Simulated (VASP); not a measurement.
A run of VASP 6.6.1 is set up as follows.

INCAR

```
SYSTEM = SnO2
ALGO = Normal
EDIFF = 1E-6
ENCUT = 520
GGA = CA
ISIF = 2
ISMEAR = 0
LASPH = .TRUE.
LCHARG = .FALSE.
LREAL = .FALSE.
LWAVE = .FALSE.
NBANDS = 35
NELM = 60
PREC = Accurate
SIGMA = 0.05
```

File KPOINTS:

```
k-points
0
G
  10 10 10
  0 0 0
```

File POSCAR:

```
SnO2
1.0
   -1.9861130355      2.1350715132      5.0901677926
    1.9861130355     -2.1350715132      5.0901677926
    1.9861130355      2.1350715132     -5.0901677926
Sn O
2 4
Direct
    0.7500000000      0.2500000000      0.5000000000
    0.0000000000      0.0000000000      0.0000000000
    0.7969975836      0.7969975836      0.0000000000
    0.9530024164      0.4530024164      0.5000000000
    0.2030024164      0.2030024164      0.0000000000
    0.5469975836      0.0469975836      0.5000000000
```

Potentials or basis: VASP PAW LDA potentials, release 64 (Sn_d, O).

Command:

```bash
$ cat potpaw_LDA.64/Sn_d/POTCAR potpaw_LDA.64/O/POTCAR > POTCAR
$ mpirun -np 1 vasp_std > vasp.out
```

Q: What does it give for the pressure?

A: -8.5 GPa.

Q: Estimate the band gap on the k mesh.

A: 1.16 eV, indirect (least direct gap 1.23 eV).

Forces on the atoms (eV/Å):
```
Sn   0.000  0.000 -1.333
Sn   0.000  0.000  1.333
O    0.000  0.000  0.092
O    0.000  0.000 -0.092
O    0.000  0.000 -0.085
O    0.000  0.000  0.085
```

Caveat: the cell differs from its parent crystal (strain +0.0750 x Voigt [0, 1, 0, 0, 0, 0]); spin-orbit coupling is left out, which moves the levels of the heavy elements; forces of over 1 eV/Å act on the atoms, so gaps and moduli don't describe the material at rest. A k mesh can miss the band edges.
